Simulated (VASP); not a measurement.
Here is a VASP 6.6.1 calculation.

File INCAR:

```
PREC = Accurate
ENCUT = 520
EDIFF = 1E-6
ISMEAR = -1
SIGMA = 0.08
LREAL = False
LASPH = True
NELM = 60
ALGO = Normal
ISIF = 2
LWAVE = False
LCHARG = False
GGA = PE
NBANDS = 11
```

File KPOINTS:

```
regular mesh
0
Gamma
  17 17 17
```

Contents of POSCAR:

```
Pd
1.0
    0.0000000000      1.9693654350      1.9693654350
    1.9693654350      0.0000000000      1.9693654350
    1.9693654350      1.9693654350      0.0000000000
Pd
1
Direct
    0.0000000000      0.0000000000      0.0000000000
```

Potentials or basis: VASP PAW PBE potentials, release 64 (Pd).

Launch:

```console
$ cat potpaw_PBE.64/Pd/POTCAR > POTCAR
$ mpirun -np 1 vasp_std > vasp.out
```

Estimate the pressure.

0.5 GPa.

Estimate the band gap on the k mesh.

zero (bands 5 and 6 overlap by 1.47 eV).
